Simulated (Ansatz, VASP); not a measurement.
## Two plane-wave programs on NaF

INCAR

```
SYSTEM = NaF
PREC = Accurate ; ENCUT = 520
EDIFF = 1E-7 ; ISMEAR = 0
SIGMA = 0.1 ; LREAL = .False.
LASPH = .True. ; NELM = 60
ALGO = Normal ; ISIF = 2
LWAVE = .False. ; LCHARG = .True.
GGA = PE ; LELF = .True.
LVHAR = .True. ; NBANDS = 14
```

The input KPOINTS:

```
regular mesh
0
Gamma
  8 8 8
  0 0 0
```

Contents of POSCAR:

```
NaF
1.0
   -1.5265918200      1.5265918200      2.6299149700
    1.5265918200     -1.5265918200      2.6299149700
    1.5265918200      1.5265918200     -2.6299149700
Na F
1 1
Direct
    0.2919075800      0.2919075800      0.0000000000
    0.7080924200      0.7080924200      0.0000000000
```

Input for Ansatz:

```yaml
crystal:
  lattice:
    - [-1.52659182, 1.52659182, 2.62991497]
    - [1.52659182, -1.52659182, 2.62991497]
    - [1.52659182, 1.52659182, -2.62991497]
  atoms:
    - { symbol: Na, position: [0.29190758, 0.29190758, 0.0] }
    - { symbol: F, position: [0.70809242, 0.70809242, 0.0] }
basis:
  ecutwfc: 420
kpoints:
  mp_grid: { grid: [8, 8, 8] }
hamiltonian:
  xc: pbe
scf:
  occupations: { method: gaussian, width: 0.1 }
  lower_state_search: "off"
output:
  forces: true
  stress: true
  eigenvalues: true
```

Alike in both runs: task single point; functional PBE; k mesh 8 × 8 × 8; occupations gaussian, width 0.1 eV; no spin polarisation.

|  | VASP | Ansatz |
| --- | --- | --- |
| version | VASP 6.6.1 | Ansatz 0.2.0 |
| potentials or method | VASP PAW PBE potentials, release 64 (Na_pv, F), cutoff 520 eV | scalar-relativistic, plane waves, PAW |
| valence electrons in the cell | 14 | 16 |

|  | VASP | Ansatz | Ansatz less VASP |
| --- | --- | --- | --- |
| gap on the k mesh at the Fermi level (eV) | 6.35 | 6.37 | +0.018 |
| least direct gap on the mesh (eV) | 6.35 | 6.37 | +0.018 |
| pressure (GPa) | 7.5 | 7.4 | -0.04 |
| traceless stress, the component that is largest in VASP (GPa) | -3.52 | -3.44 | +0.076 |
| rms of the force components (eV/Å) | 0.082 | 0.080 | -0.0020 |

Atom by atom the forces differ by 0.002 eV/Å (rms over components). VASP's potentials hold 14 valence electrons a cell and Ansatz's 16, so a difference there can come from the potentials and not from the codes.
